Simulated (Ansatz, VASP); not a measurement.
# Ni in VASP and in Ansatz

```
Ni
1.0
     0.00000    1.84132    1.84132
     1.84132    0.00000    1.84132
     1.84132    1.84132    0.00000
Ni
1
Direct
  0.00000 0.00000 0.00000
```

Alike in both runs: task single point; functional PBEsol; k mesh 8 × 8 × 8; occupations gaussian, width 0.1 eV; collinear spin.

|  | VASP | Ansatz |
| --- | --- | --- |
| version | VASP 6.6.1 | Ansatz 0.2.0 |
| potentials or method | VASP PAW PBE potentials, release 64 (Ni), cutoff 520 eV | scalar-relativistic, plane waves, PAW |
| valence electrons in the cell | 10 | 18 |

VASP gave:

- gap on the k mesh at the Fermi level (eV): none
- pressure (GPa): -26.5
- net moment per atom (μB): 0.70
- size of the moment on the site where the two differ most (μB): 0.72

Problem. Estimate Ansatz's values.

Solution. gap on the k mesh at the Fermi level (eV): none; pressure (GPa): -27.1; net moment per atom (μB): 0.70; size of the moment on the site where the two differ most (μB): 0.74.

VASP's potentials were made for PBE, not for PBEsol. Site moments also hang on the region over which each program counts them. A gap of «none» marks a metal or a gap that the smearing closes. With one functional, cell and mesh, what is left measures potentials, basis and numerics. VASP's potentials hold 10 valence electrons a cell and Ansatz's 18, so a difference there can come from the potentials and not from the codes.

The k mesh is coarse, so the values compare programs but aren't converged.
